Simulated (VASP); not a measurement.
# LiGeN (Immm) in VASP: further runs, part 2 of 2

VASP 6.6.1. The steps go on from the part before.

**3. Single point, PBE**

This run uses another cell than the first one, of 19.02 Å³/atom.

INCAR reads:

```
SYSTEM = LiGeN
PREC = Accurate
ENCUT = 520
EDIFF = 1E-6
ISMEAR = 0
SIGMA = 0.1
LREAL = .False.
LASPH = .True.
NELM = 100
ALGO = Normal
ISIF = 2
LWAVE = .False.
LCHARG = .False.
GGA = PE
NBANDS = 18
```

KPOINTS reads:

```
Automatic mesh
0
Gamma
  16 16 16
  0 0 0
```

POSCAR reads:

```
LiGeN
1.0
   -1.9277202009      1.9506903261      3.7940716635
    1.9277202009     -1.9506903261      3.7940716635
    1.9277202009      1.9506903261     -3.7940716635
Li Ge N
1 1 1
Direct
    0.0000000000      0.0000000000      0.0000000000
    0.5000000000      0.5000000000      0.0000000000
    0.5000000000      0.0000000000      0.5000000000
```

Potentials or basis: VASP PAW PBE potentials, release 64 (Li_sv, Ge_d, N).

The run is started by

```bash
cat potpaw_PBE.64/Li_sv/POTCAR potpaw_PBE.64/Ge_d/POTCAR potpaw_PBE.64/N/POTCAR > POTCAR
mpirun -np 1 vasp_std > vasp.out
```

OUTCAR:

```text
SYSTEM = LiGeN
   PREC = Accurate
   ENCUT = 520
   EDIFF = 1E-6
   ISMEAR = 0
   LREAL = .False.
   LASPH = .True.
   NELM = 100
   ISIF = 2
   GGA = PE

 ion  position               nearest neighbor table
   1  0.000  0.000  0.000-   3 1.95   3 1.95   2 2.74   2 2.74   2 2.74   2 2.74
   2  0.500  0.500  0.000-   3 1.93   3 1.93   1 2.74   1 2.74   1 2.74   1 2.74
   3  0.500  0.000  0.500-   2 1.93   2 1.93   1 1.95   1 1.95

  LATTYP: Found a body centered orthorhombic cell.
 ALAT       =     3.8554404018
 B/A-ratio  =     1.0119156946
 C/A-ratio  =     1.9681651215

  Lattice vectors:

 A1 = (  -1.9277202009,   1.9506903261,   3.7940716635)
 A2 = (   1.9277202009,  -1.9506903261,   3.7940716635)
 A3 = (   1.9277202009,   1.9506903261,  -3.7940716635)

Analysis of symmetry for initial positions (statically):
=====================================================================
 Subroutine PRICEL returns:
 Original cell was already a primitive cell.

 Routine SETGRP: Setting up the symmetry group for a
 body centered orthorhombic supercell.

 Subroutine GETGRP returns: Found  8 space group operations
 (whereof  8 operations were pure point group operations)
 out of a pool of  8 trial point group operations.

The static configuration has the point symmetry D_2h.

Analysis of symmetry for dynamics (positions and initial velocities):
=====================================================================
 Subroutine PRICEL returns:
 Original cell was already a primitive cell.

 Routine SETGRP: Setting up the symmetry group for a
 body centered orthorhombic supercell.

 Subroutine GETGRP returns: Found  8 space group operations
 (whereof  8 operations were pure point group operations)
 out of a pool of  8 trial point group operations.

The dynamic configuration has the point symmetry D_2h.

 Subroutine INISYM returns: Found  8 space group operations
 (whereof  8 operations are pure point group operations),
 and found     1 'primitive' translations

----------------------------------------------------------------------------------------

                                     Primitive cell

  volume of cell :      57.0687

  direct lattice vectors                    reciprocal lattice vectors
    -1.927720201  1.950690326  3.794071664     0.000000000  0.256319516  0.131784543
     1.927720201 -1.950690326  3.794071664     0.259373741  0.000000000  0.131784543
     1.927720201  1.950690326 -3.794071664     0.259373741  0.256319516  0.000000000

  length of vectors
     4.681482426  4.681482426  4.681482426     0.288213220  0.290932816  0.364656594

  position of ions in fractional coordinates (direct lattice)
     0.000000000  0.000000000  0.000000000
     0.500000000  0.500000000  0.000000000
     0.500000000  0.000000000  0.500000000

  ion indices of the primitive-cell ions
   primitive index   ion index
                 1           1
                 2           2
                 3           3

----------------------------------------------------------------------------------------

 KPOINTS: Automatic mesh

Automatic generation of k-mesh.
 Grid dimensions read from file:
 generate k-points for:   16   16   16

 Generating k-lattice:

  Cartesian coordinates                     Fractional coordinates (reciprocal lattice)
     0.000000000  0.016019970  0.008236534     0.062500000  0.000000000 -0.000000000
     0.016210859  0.000000000  0.008236534     0.000000000  0.062500000  0.000000000
     0.016210859  0.016019970  0.000000000    -0.000000000  0.000000000  0.062500000

  Length of vectors
     0.018013326  0.018183301  0.022791037

  Shift w.r.t. Gamma in fractional coordinates (k-lattice)
     0.000000000  0.000000000  0.000000000

 Subroutine IBZKPT returns following result:
 ===========================================

 Found    621 irreducible k-points:

 Following reciprocal coordinates:
            Coordinates               Weight
  0.000000  0.000000  0.000000      1.000000
  0.062500  0.000000  0.000000      4.000000
  0.125000  0.000000  0.000000      4.000000
  0.187500  0.000000  0.000000      4.000000
  0.250000  0.000000  0.000000      4.000000
  0.312500  0.000000 -0.000000      4.000000
[... 16 lines left out ...]
 -0.187500  0.062500  0.000000      8.000000
 -0.125000  0.062500  0.000000      8.000000
 [... further k-points ...]
   k-points           NKPTS =    621   k-points in BZ     NKDIM =    621   number of bands    NBANDS=     18
   number of dos      NEDOS =    301   number of ions     NIONS =      3
   total plane-waves  NPLWV =  46656
   dimension x,y,z NGX =    36 NGY =   36 NGZ =   36
   dimension x,y,z NGXF=    72 NGYF=   72 NGZF=   72
   ions per type =               1   1   1
   NGX,Y,Z   is equivalent  to a cutoff of  12.78, 12.78, 12.78 a.u.
   NGXF,Y,Z  is equivalent  to a cutoff of  25.57, 25.57, 25.57 a.u.
 SYSTEM =  LiGeN
   PREC   = accura    normal or accurate (medium, high low for compatibility)
   ISTART =      0    job   : 0-new  1-cont  2-samecut
   ICHARG =      2    charge: 1-file 2-atom 10-const
   ISPIN  =      1    spin polarized calculation?
   LNONCOLLINEAR =      F non collinear calculations
   LSORBIT =      F    spin-orbit coupling
   LASPH  =      T    aspherical Exc in radial PAW
   ENCUT  =  520.0 eV  38.22 Ry    6.18 a.u.   8.70  8.70  8.70*2*pi/ulx,y,z
   NELM   =    100;   NELMIN=  2; NELMDL= -5     # of ELM steps
   EDIFF  = 0.1E-05   stopping-criterion for ELM
   LREAL  =      F    real-space projection
   EDIFFG = 0.1E-04   stopping-criterion for IOM
   NSW    =      0    number of steps for IOM
   IBRION =     -1    ionic relax: 0-MD 1-quasi-New 2-CG
   NFREE  =      0    steps in history (QN), initial steepest desc. (CG)
   ISIF   =      2    stress and relaxation
   ISYM   =      2    0-nonsym 1-usesym 2-fastsym
   POTIM  = 0.5000    time-step for ionic-motion
   TEBEG  =    0.0;   TEEND  =   0.0 temperature during run
   PSTRESS=    0.0 pullay stress
   NELECT =      22.0000    total number of electrons
   NUPDOWN=      -1.0000    fix difference up-down
   EMIN   =  10.00;   EMAX   =-10.00  energy-range for DOS
   EFERMI =   0.00;   METHOD = LEGACY
   ISMEAR =     0;   SIGMA  =   0.10  broadening in eV -4-tet -1-fermi 0-gaus
   EFERMI_NEDOS =   21; number of points for ismear=-14 and -15
   IALGO  =     38    algorithm
   IMIX   =      4    mixing-type and parameters
     AMIX     =   0.40;   BMIX     =  1.00
     AMIX_MAG =   1.60;   BMIX_MAG =  1.00
  volume/ion in A,a.u.               =      19.02       128.37
  Fermi-wavevector in a.u.,A,eV,Ry     =   1.191470  2.251552 19.314841  1.419601
  Thomas-Fermi vector in A             =   2.327531
   LORBIT       =      0    0 simple, 1 ext, 2 COOP (PROOUT), +10 PAW based schemes
   GGA     = PE    functional components
   LHFCALC =     F    Hartree Fock is set to
   AEXX    =    0.0000 exact exchange contribution
   IVDW    =     0    specifies the selected vdW correction
   LEPSILON=     F    determine dielectric tensor
   LRPA    =     F    only Hartree local field effects (RPA)
 non-spin polarized calculation
 Gauss-broadening in eV      SIGMA  =   0.10
  energy-cutoff  :      520.00
  volume of cell :       57.07
 maximum number of plane-waves:      1558
   NGX = 17   NGY = 17   NGZ = 17

 number of electron      21.9999989 magnetization

 Free energy of the ion-electron system (eV)
  ---------------------------------------------------
  ext. energy  EPLUGINS =         0.00000000
  ---------------------------------------------------
  free energy    TOTEN  =       -13.76095791 eV

  energy without entropy =      -13.75761352  energy(sigma->0) =      -13.75928572

 E-fermi :   2.2880     XC(G=0):  -8.2806

 val. band max:        2.2875195466   @ k =  -0.2500   0.3125   0.1250
 cond. band min:       2.2913430345   @ k =  -0.2500   0.3750   0.1250
 fundamental gap:      0.0038234879
 Fermi energy:         2.2879629609

 k-point     1 :       0.0000    0.0000    0.0000
  band No.  band energies     occupation
      1     -43.4052      2.00000
      2     -22.8756      2.00000
      3     -22.8162      2.00000
      4     -22.7880      2.00000
      5     -22.7544      2.00000
      6     -22.6902      2.00000
[... 10 lines left out ...]
     17      10.5547      0.00000
     18      10.6208      0.00000
[... 466 lines left out ...]
      2     -22.8746      2.00000
      3     -22.8164      2.00000
      4     -22.7865      2.00000
      5     -22.7546      2.00000
      6     -22.6908      2.00000
[... 10 lines left out ...]
     17      10.3801      0.00000
     18      10.9699      0.00000

 [... further k-points ...]

------------------------ aborting loop because EDIFF is reached ----------------------------------------

  FORCE on cell =-STRESS in cart. coord.  units (eV):
  Direction    XX          YY          ZZ          XY          YZ          ZX
  --------------------------------------------------------------------------------------
  -------------------------------------------------------------------------------------
  Total       -0.0405244      0.0488857     -0.0374464     -0.0000000      0.0000000      0.0000000
  in kB       -1.1377038      1.3724447     -1.0512895     -0.0000000      0.0000000      0.0000000
  external PRESSURE =      -0.2721829 kB  Pullay stress =       0.0000000 kB

 VOLUME and BASIS-vectors are now :
 -----------------------------------------------------------------------------
  energy-cutoff  :      520.00
  volume of cell :       57.07
      direct lattice vectors                 reciprocal lattice vectors
    -1.927720201  1.950690326  3.794071664     0.000000000  0.256319516  0.131784543
     1.927720201 -1.950690326  3.794071664     0.259373741  0.000000000  0.131784543
     1.927720201  1.950690326 -3.794071664     0.259373741  0.256319516  0.000000000

 POSITION                                       TOTAL-FORCE (eV/Angst)
 -----------------------------------------------------------------------------------
      0.00000      0.00000      0.00000         0.000000     -0.000000     -0.000000
      0.00000      0.00000      3.79407        -0.000000      0.000000     -0.000000
      0.00000      1.95069      0.00000         0.000000     -0.000000      0.000000
 -----------------------------------------------------------------------------------
    total drift:                                0.000000      0.000000      0.000000

  FREE ENERGIE OF THE ION-ELECTRON SYSTEM (eV)
  ---------------------------------------------------
  free  energy   TOTEN  =       -13.7609579115 eV

  energy  without entropy=      -13.7576135238  energy(sigma->0) =      -13.75928572
```

stdout:

```text
POSCAR found type information on POSCAR LiGeN
 POSCAR found :  3 types and       3 ions
 scaLAPACK will be used
 LDA part: xc-table for (Slater+PW92), standard interpolation
 POSCAR, INCAR and KPOINTS ok, starting setup
 FFT: planning ... GRIDC
 FFT: planning ... GRID_SOFT
 FFT: planning ... GRID
 WAVECAR not read
 entering main loop
```

Run time: 5.7 min. Hardware: 1 thread of Intel Xeon 6975P-C (Granite Rapids), shared host; peak memory 0.71 GiB.

What came out:

```yaml
Free_energy: -13.7610 eV
Band_gap_on_the_k_mesh: zero (bands 11 and 12 overlap by 0.84 eV)
```

Caveat: the cutoff is under 1.25 times the usual one of these potentials, so pressure, stress and relaxed cells hold a basis-set (Pulay) error.

The gap in the log of VASP goes by the Fermi energy; the results here count the filled bands.